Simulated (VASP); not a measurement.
# SiC (Pbam) in VASP: further runs

Runs on SiC. Level: PBE. Tasks: single point.

Everything below comes from runs of VASP 6.6.1. Logs are shortened: lines on timing, memory, paths and dates and some standing lists are left out, and cuts for length are marked.

## (1) The cell of the first run

It takes space group Pbam (No. 55, orthorhombic). The conventional cell has a = 5.217 Å, b = 8.203 Å, c = 2.934 Å, α = 90.00°, β = 90.00°, γ = 90.00°. Within 2.4 Å of Si (site symmetry m) lie 4 C at 1.82 to 1.95 Å. Within 2.6 Å of Si (site symmetry 2/m) lie 4 C at 1.96 Å. Within 2.4 Å of C (site symmetry m) lie 4 Si at 1.82 to 1.96 Å. C (site symmetry 2/m) has 4 Si at 1.95 Å within 2.6 Å.

## (2) Single point, PBE, collinear spin, ferromagnetic start

Contents of INCAR:

```
SYSTEM = SiC
PREC = Accurate ; ENCUT = 520
EDIFF = 1E-7 ; ISMEAR = 0
SIGMA = 0.1 ; LREAL = .FALSE.
LASPH = .TRUE. ; NELM = 150
ALGO = Normal ; ISIF = 2
LWAVE = .FALSE. ; LCHARG = .FALSE.
ISPIN = 2 ; MAGMOM = 0 0 0 0 0 0 1 1 1 1 1 1
LORBIT = 11 ; GGA = PE
NBANDS = 40
```

Contents of KPOINTS:

```
Automatic mesh
0
G
  4 2 6
  0 0 0
```

Contents of POSCAR:

```
SiC
1.0
    5.2172830588      0.0000000000      0.0000000000
    0.0000000000      8.2028329044      0.0000000000
    0.0000000000      0.0000000000      2.9341782804
Si C
6 6
Direct
    0.5908878194      0.6449467063      0.5000000000
    0.4091121806      0.3550532937      0.5000000000
    0.0000000000      0.5000000000      0.0000000000
    0.0908878194      0.8550532937      0.5000000000
    0.9091121806      0.1449467063      0.5000000000
    0.5000000000      0.0000000000      0.0000000000
    0.0550471673      0.3463598526      0.5000000000
    0.9449528327      0.6536401474      0.5000000000
    0.5000000000      0.5000000000      0.0000000000
    0.5550471673      0.1536401474      0.5000000000
    0.4449528327      0.8463598526      0.5000000000
    0.0000000000      0.0000000000      0.0000000000
```

Potentials or basis: VASP PAW PBE potentials, release 64 (Si, C).

Started as:

```
$ cat potpaw_PBE.64/Si/POTCAR potpaw_PBE.64/C/POTCAR > POTCAR
$ mpirun -np 1 vasp_std > vasp.out
```

OUTCAR:

```text
SYSTEM = SiC
   PREC = Accurate
   ENCUT = 520
   EDIFF = 1E-7
   ISMEAR = 0
   LREAL = .FALSE.
   LASPH = .TRUE.
   NELM = 150
   ISIF = 2
   ISPIN = 2
   LORBIT = 11
   GGA = PE

 ion  position               nearest neighbor table
   1  0.591  0.645  0.500-  11 1.82   8 1.85   9 1.95   9 1.95   2 2.56   3 2.85   3 2.85   4 3.13
                             4 3.13
   2  0.409  0.355  0.500-  10 1.82   7 1.85   9 1.95   9 1.95   1 2.56   3 2.85   3 2.85   5 3.13
                             5 3.13
   3  0.000  0.500  0.000-   7 1.96   8 1.96   7 1.96   8 1.96   9 2.61   9 2.61   2 2.85   2 2.85
                             1 2.85   1 2.85
   4  0.091  0.855  0.500-   8 1.82  11 1.85  12 1.95  12 1.95   5 2.56   6 2.85   6 2.85   1 3.13
                             1 3.13
   5  0.909  0.145  0.500-   7 1.82  10 1.85  12 1.95  12 1.95   4 2.56   6 2.85   6 2.85   2 3.13
                             2 3.13
   6  0.500  0.000  0.000-  10 1.96  11 1.96  10 1.96  11 1.96  12 2.61  12 2.61   5 2.85   5 2.85
                             4 2.85   4 2.85
   7  0.055  0.346  0.500-   5 1.82   2 1.85   3 1.96   3 1.96
   8  0.945  0.654  0.500-   4 1.82   1 1.85   3 1.96   3 1.96
   9  0.500  0.500  0.000-   1 1.95   2 1.95   1 1.95   2 1.95   3 2.61   3 2.61
  10  0.555  0.154  0.500-   2 1.82   5 1.85   6 1.96   6 1.96
  11  0.445  0.846  0.500-   1 1.82   4 1.85   6 1.96   6 1.96
  12  0.000  0.000  0.000-   4 1.95   5 1.95   4 1.95   5 1.95   6 2.61   6 2.61

  LATTYP: Found a simple orthorhombic cell.
 ALAT       =     2.9341782804
 B/A-ratio  =     1.7781070406
 C/A-ratio  =     2.7956150310

  Lattice vectors:

 A1 = (   0.0000000000,   0.0000000000,   2.9341782804)
 A2 = (   5.2172830588,   0.0000000000,   0.0000000000)
 A3 = (   0.0000000000,   8.2028329044,   0.0000000000)

Analysis of symmetry for initial positions (statically):
=====================================================================
 Subroutine PRICEL returns:
 Original cell was already a primitive cell.

 Routine SETGRP: Setting up the symmetry group for a
 simple orthorhombic supercell.

 Subroutine GETGRP returns: Found  8 space group operations
 (whereof  4 operations were pure point group operations)
 out of a pool of  8 trial point group operations.

The static configuration has the point symmetry C_2h.
 The point group associated with its full space group is D_2h.

Analysis of symmetry for dynamics (positions and initial velocities):
=====================================================================
 Subroutine PRICEL returns:
 Original cell was already a primitive cell.

 Routine SETGRP: Setting up the symmetry group for a
[... 204 lines left out ...]
      2      -6.4933      1.00000
      3      -5.1281      1.00000
      4      -4.3390      1.00000
      5      -3.5079      1.00000
      6      -2.7996      1.00000
[... 925 lines left out ...]
     35      14.6072      0.00000
     36      14.6072      0.00000
 Fermi energy:         9.1491502046

 spin component 2

 k-point     1 :       0.0000    0.0000    0.0000
  band No.  band energies     occupation
      1      -7.6521      1.00000
      2      -6.4933      1.00000
      3      -5.1281      1.00000
      4      -4.3390      1.00000
      5      -3.5079      1.00000
      6      -2.7996      1.00000
[... 925 lines left out ...]
     35      14.6071      0.00000
     36      14.6071      0.00000
 [bands above 36 left out]

------------------------ aborting loop because EDIFF is reached ----------------------------------------

  FORCE on cell =-STRESS in cart. coord.  units (eV):
  Direction    XX          YY          ZZ          XY          YZ          ZX
  --------------------------------------------------------------------------------------
  -------------------------------------------------------------------------------------
  Total        0.0177866     -0.0339302      0.0079446      0.0000000      0.0000000      0.0000000
  in kB        0.2269388     -0.4329146      0.1013653      0.0000000      0.0000000      0.0000000
  external PRESSURE =      -0.0348702 kB  Pullay stress =       0.0000000 kB

 VOLUME and BASIS-vectors are now :
 -----------------------------------------------------------------------------
  energy-cutoff  :      520.00
  volume of cell :      125.57
      direct lattice vectors                 reciprocal lattice vectors
     5.217283059  0.000000000  0.000000000     0.191670643  0.000000000  0.000000000
     0.000000000  8.202832904  0.000000000     0.000000000  0.121909103  0.000000000
     0.000000000  0.000000000  2.934178280     0.000000000  0.000000000  0.340810920

 POSITION                                       TOTAL-FORCE (eV/Angst)
 -----------------------------------------------------------------------------------
      3.08283      5.29039      1.46709        -0.000880     -0.010501      0.000000
      2.13445      2.91244      1.46709         0.000880      0.010501     -0.000000
      0.00000      4.10142      0.00000         0.000000      0.000000      0.000000
      0.47419      7.01386      1.46709        -0.000880      0.010501      0.000000
      4.74310      1.18897      1.46709         0.000880     -0.010501     -0.000000
      2.60864      0.00000      0.00000         0.000000      0.000000      0.000000
      0.28720      2.84113      1.46709         0.001173     -0.004871      0.000000
      4.93009      5.36170      1.46709        -0.001173      0.004871     -0.000000
      2.60864      4.10142      0.00000         0.000000      0.000000      0.000000
      2.89584      1.26028      1.46709         0.001173      0.004871     -0.000000
      2.32144      6.94255      1.46709        -0.001173     -0.004871     -0.000000
      0.00000      0.00000      0.00000         0.000000      0.000000      0.000000
 -----------------------------------------------------------------------------------
    total drift:                                0.000000     -0.000000     -0.000000

  FREE ENERGIE OF THE ION-ELECTRON SYSTEM (eV)
  ---------------------------------------------------
  free  energy   TOTEN  =       -83.3439100558 eV

  energy  without entropy=      -83.3408721777  energy(sigma->0) =      -83.34239112

 total charge

# of ion       s       p       d       tot
------------------------------------------
    1        0.709   0.922   0.000   1.631
    2        0.709   0.922   0.000   1.631
    3        0.693   0.818   0.000   1.511
    4        0.709   0.922   0.000   1.631
    5        0.709   0.922   0.000   1.631
    6        0.693   0.818   0.000   1.511
    7        0.859   1.690   0.000   2.549
    8        0.859   1.690   0.000   2.549
    9        0.833   1.640   0.000   2.472
   10        0.859   1.690   0.000   2.549
   11        0.859   1.690   0.000   2.549
   12        0.833   1.640   0.000   2.472
--------------------------------------------------
tot          9.325  15.360   0.000  24.685

 magnetization (x)

# of ion       s       p       d       tot
------------------------------------------
    1        0.000   0.000   0.000   0.000
    2        0.000   0.000   0.000   0.000
    3        0.000   0.000   0.000   0.000
    4        0.000   0.000   0.000   0.000
    5        0.000   0.000   0.000   0.000
    6        0.000   0.000   0.000   0.000
    7        0.000   0.000   0.000   0.000
    8        0.000   0.000   0.000   0.000
    9        0.000   0.000   0.000   0.000
   10        0.000   0.000   0.000   0.000
   11        0.000   0.000   0.000   0.000
   12        0.000   0.000   0.000   0.000
--------------------------------------------------
tot          0.000   0.000   0.000   0.000
```

OSZICAR:

```text
N       E                     dE             d eps       ncg     rms          rms(c)
DAV:   1     0.116370576202E+03    0.11637E+03   -0.21915E+04  3840   0.109E+03
DAV:   2    -0.813634006827E+02   -0.19773E+03   -0.18248E+03  4824   0.193E+02
DAV:   3    -0.929911000813E+02   -0.11628E+02   -0.11498E+02  5032   0.427E+01
DAV:   4    -0.931629331896E+02   -0.17183E+00   -0.17140E+00  4928   0.591E+00
DAV:   5    -0.931661372671E+02   -0.32041E-02   -0.32032E-02  4840   0.769E-01    0.228E+01
DAV:   6    -0.832726825552E+02    0.98935E+01   -0.29185E+01  4520   0.196E+01    0.947E+00
DAV:   7    -0.833759193052E+02   -0.10324E+00   -0.39903E+00  4848   0.758E+00    0.429E+00
DAV:   8    -0.833453898350E+02    0.30529E-01   -0.21245E-01  4616   0.208E+00    0.204E+00
DAV:   9    -0.833437747389E+02    0.16151E-02   -0.31047E-02  4616   0.993E-01    0.666E-01
DAV:  10    -0.833429140972E+02    0.86064E-03   -0.65760E-03  4776   0.379E-01    0.256E-01
DAV:  11    -0.833435745578E+02   -0.66046E-03   -0.13380E-03  4640   0.156E-01    0.154E-01
DAV:  12    -0.833438542967E+02   -0.27974E-03   -0.22699E-04  4744   0.722E-02    0.637E-02
DAV:  13    -0.833438964623E+02   -0.42166E-04   -0.83782E-05  4720   0.408E-02    0.199E-02
DAV:  14    -0.833439066394E+02   -0.10177E-04   -0.86607E-06  4648   0.137E-02    0.868E-03
DAV:  15    -0.833439097690E+02   -0.31296E-05   -0.34042E-06  4680   0.772E-03    0.356E-03
DAV:  16    -0.833439100010E+02   -0.23207E-06   -0.44534E-07  4800   0.299E-03    0.197E-03
DAV:  17    -0.833439100558E+02   -0.54782E-07   -0.90066E-08  2856   0.135E-03
   1 F= -.83343910E+02 E0= -.83342391E+02  d E =-.303788E-02  mag=    -0.0000
```

stdout:

```text
POSCAR found type information on POSCAR SiC
 POSCAR found :  2 types and      12 ions
 scaLAPACK will be used
 LDA part: xc-table for (Slater+PW92), standard interpolation
 POSCAR, INCAR and KPOINTS ok, starting setup
 FFT: planning ... GRIDC
 FFT: planning ... GRID_SOFT
 FFT: planning ... GRID
 WAVECAR not read
 entering main loop
```

Wall time 7.6 min (1 thread of Oxide Virtual Turin-like, shared host); peak memory 0.33 GiB.

What came out:

| Property | Result |
| --- | --- |
| Free energy | -83.3439 eV |
| Pressure | 0.0 GPa |
| Largest force | 0.011 eV/Å |
| Band gap on the k mesh | zero (filled and empty bands overlap) |
| Net moment | 0.00 μB per cell |
| Valence electrons inside the program's atomic spheres | Si 1.63, 1.51; C 2.55, 2.47 |

Forces in eV/Å, atoms in the order of the input:
```
Si  -0.001 -0.011  0.000
Si   0.001  0.011  0.000
Si   0.000  0.000  0.000
Si  -0.001  0.011  0.000
Si   0.001 -0.011  0.000
Si   0.000  0.000  0.000
C    0.001 -0.005  0.000
C   -0.001  0.005  0.000
C    0.000  0.000  0.000
C    0.001  0.005  0.000
C   -0.001 -0.005  0.000
C    0.000  0.000  0.000
```

Caveat: the k points lie up to 0.38 Å⁻¹ apart.

## (3) Single point, PBE

Contents of INCAR:

```
PREC = Accurate
ENCUT = 520
EDIFF = 1E-6
ISMEAR = 0
SIGMA = 0.1
LREAL = False
LASPH = True
NELM = 60
ALGO = Normal
ISIF = 2
LWAVE = False
LCHARG = False
GGA = PE
NBANDS = 36
```

Contents of KPOINTS:

```
Automatic mesh
0
Gamma
  8 6 12
```

Contents of POSCAR:

```
SiC
1.0
    5.2229903893      0.0000000000      0.0000000000
    0.0000000000      8.1921745756      0.0000000000
    0.0000000000      0.0000000000      2.9364652728
Si C
6 6
Direct
    0.5911647288      0.6449800955      0.5000000000
    0.4088352712      0.3550199045      0.5000000000
    0.0000000000      0.5000000000      0.0000000000
    0.0911647288      0.8550199045      0.5000000000
    0.9088352712      0.1449800955      0.5000000000
    0.5000000000      0.0000000000      0.0000000000
    0.0550001551      0.3464769682      0.5000000000
    0.9449998449      0.6535230318      0.5000000000
    0.5000000000      0.5000000000      0.0000000000
    0.5550001551      0.1535230318      0.5000000000
    0.4449998449      0.8464769682      0.5000000000
    0.0000000000      0.0000000000      0.0000000000
```

Potentials or basis: VASP PAW PBE potentials, release 64 (Si, C).

Started as:

```
$ cat potpaw_PBE.64/Si/POTCAR potpaw_PBE.64/C/POTCAR > POTCAR
$ mpirun -np 1 vasp_std > vasp.out
```

OUTCAR:

```text
PREC = Accurate
   ENCUT = 520
   EDIFF = 1E-6
   ISMEAR = 0
   LREAL = False
   LASPH = True
   NELM = 60
   ISIF = 2
   GGA = PE

 ion  position               nearest neighbor table
   1  0.591  0.645  0.500-  11 1.82   8 1.85   9 1.95   9 1.95   2 2.56   3 2.85   3 2.85   4 3.13
                             4 3.13
   2  0.409  0.355  0.500-  10 1.82   7 1.85   9 1.95   9 1.95   1 2.56   3 2.85   3 2.85   5 3.13
                             5 3.13
   3  0.000  0.500  0.000-   7 1.95   8 1.95   7 1.95   8 1.95   1 2.85   2 2.85   1 2.85   2 2.85
[... 1178 lines left out ...]
 -----------------------------------------------------------------------------
  energy-cutoff  :      520.00
  volume of cell :      125.64
      direct lattice vectors                 reciprocal lattice vectors
     5.222990389  0.000000000  0.000000000     0.191461199  0.000000000  0.000000000
     0.000000000  8.192174576  0.000000000     0.000000000  0.122067711  0.000000000
     0.000000000  0.000000000  2.936465273     0.000000000  0.000000000  0.340545488

 POSITION                                       TOTAL-FORCE (eV/Angst)
 -----------------------------------------------------------------------------------
      3.08765      5.28379      1.46823         0.001162     -0.016689     -0.000000
      2.13534      2.90839      1.46823        -0.001162      0.016689      0.000000
      0.00000      4.09609      0.00000         0.000000      0.000000      0.000000
      0.47615      7.00447      1.46823         0.001162      0.016689     -0.000000
      4.74684      1.18770      1.46823        -0.001162     -0.016689      0.000000
      2.61150      0.00000      0.00000         0.000000      0.000000      0.000000
      0.28727      2.83840      1.46823         0.004309     -0.005080      0.000000
      4.93573      5.35377      1.46823        -0.004309      0.005080      0.000000
      2.61150      4.09609      0.00000         0.000000      0.000000      0.000000
      2.89876      1.25769      1.46823         0.004309      0.005080      0.000000
      2.32423      6.93449      1.46823        -0.004309     -0.005080      0.000000
      0.00000      0.00000      0.00000         0.000000      0.000000      0.000000
 -----------------------------------------------------------------------------------
    total drift:                               -0.000000      0.000000     -0.000000

  FREE ENERGIE OF THE ION-ELECTRON SYSTEM (eV)
  ---------------------------------------------------
  free  energy   TOTEN  =       -83.3923427647 eV

  energy  without entropy=      -83.3909931920  energy(sigma->0) =      -83.39166798
```

OSZICAR:

```text
N       E                     dE             d eps       ncg     rms          rms(c)
DAV:   1     0.126083217848E+03    0.12608E+03   -0.21714E+04 10080   0.121E+03
DAV:   2    -0.822623242358E+02   -0.20835E+03   -0.19459E+03 12936   0.206E+02
DAV:   3    -0.947571170940E+02   -0.12495E+02   -0.12346E+02 13052   0.478E+01
DAV:   4    -0.949789649187E+02   -0.22185E+00   -0.22114E+00 12728   0.712E+00
DAV:   5    -0.949842693020E+02   -0.53044E-02   -0.52994E-02 12648   0.105E+00    0.214E+01
DAV:   6    -0.836245177576E+02    0.11360E+02   -0.32840E+01 11904   0.219E+01    0.907E+00
DAV:   7    -0.834529934890E+02    0.17152E+00   -0.35113E+00 13200   0.758E+00    0.407E+00
DAV:   8    -0.834003274155E+02    0.52666E-01   -0.25422E-01 12084   0.210E+00    0.133E+00
DAV:   9    -0.833911976156E+02    0.91298E-02   -0.42534E-02 11888   0.103E+00    0.242E-01
DAV:  10    -0.833921052295E+02   -0.90761E-03   -0.67983E-03 12484   0.362E-01    0.199E-01
DAV:  11    -0.833922684700E+02   -0.16324E-03   -0.52297E-04 12332   0.124E-01    0.679E-02
DAV:  12    -0.833923401100E+02   -0.71640E-04   -0.15046E-04 11636   0.621E-02    0.129E-02
DAV:  13    -0.833923425859E+02   -0.24758E-05   -0.99270E-06 12940   0.172E-02    0.107E-02
DAV:  14    -0.833923427647E+02   -0.17884E-06   -0.17938E-06  7772   0.657E-03
   1 F= -.83392343E+02 E0= -.83391668E+02  d E =-.134957E-02
```

Run time: 14 min. Hardware: 1 thread of Oxide Virtual Turin-like, shared host; peak memory 0.5 GiB.

Results:

* Free energy: -83.3923 eV
* Pressure: 0.0 GPa
* Largest force: 0.017 eV/Å
* Band gap on the k mesh: zero (band 24 reaches 9.14 eV, above the bottom of band 25 at 8.91 eV)

Forces on the atoms (eV/Å):
```
Si   0.001 -0.017  0.000
Si  -0.001  0.017  0.000
Si   0.000  0.000  0.000
Si   0.001  0.017  0.000
Si  -0.001 -0.017  0.000
Si   0.000  0.000  0.000
C    0.004 -0.005  0.000
C   -0.004  0.005  0.000
C    0.000  0.000  0.000
C    0.004  0.005  0.000
C   -0.004 -0.005  0.000
C    0.000  0.000  0.000
```

Levels at points of the mesh, in eV from the Fermi level:
```
           k point  band 20  band 21  band 22  band 23  band 24  band 25  band 26  band 27  band 28  band 29
(0.00, 0.00, 0.00)    -1.41    -1.33    -1.03    -0.74    -0.02     1.83     2.24     3.83     3.97     4.25
(0.50, 0.00, 0.00)    -1.90    -1.26    -1.26    -0.36    -0.36     1.67     1.67     2.73     2.73     4.00
(0.00, 0.50, 0.00)    -1.48    -1.19    -1.19    -0.40    -0.40     2.15     2.15     4.04     4.04     4.59
(0.50, 0.50, 0.00)    -2.54    -2.00    -2.00    -0.22    -0.22     1.19     1.19     2.81     2.81     4.23
(0.00, 0.00, 0.50)    -3.07    -3.05    -2.87    -2.23    -1.90    -0.24     0.85     2.41     2.86     3.09
(0.50, 0.00, 0.50)    -3.44    -1.67    -1.67    -1.63    -1.63     0.92     0.92     1.82     1.82     2.50
(0.00, 0.50, 0.50)    -3.61    -3.53    -3.53    -1.36    -1.36     1.35     1.35     1.99     1.99     3.07
(0.50, 0.50, 0.50)    -3.50    -1.51    -1.51    -1.32    -1.32     1.01     1.01     2.23     2.23     2.82
```
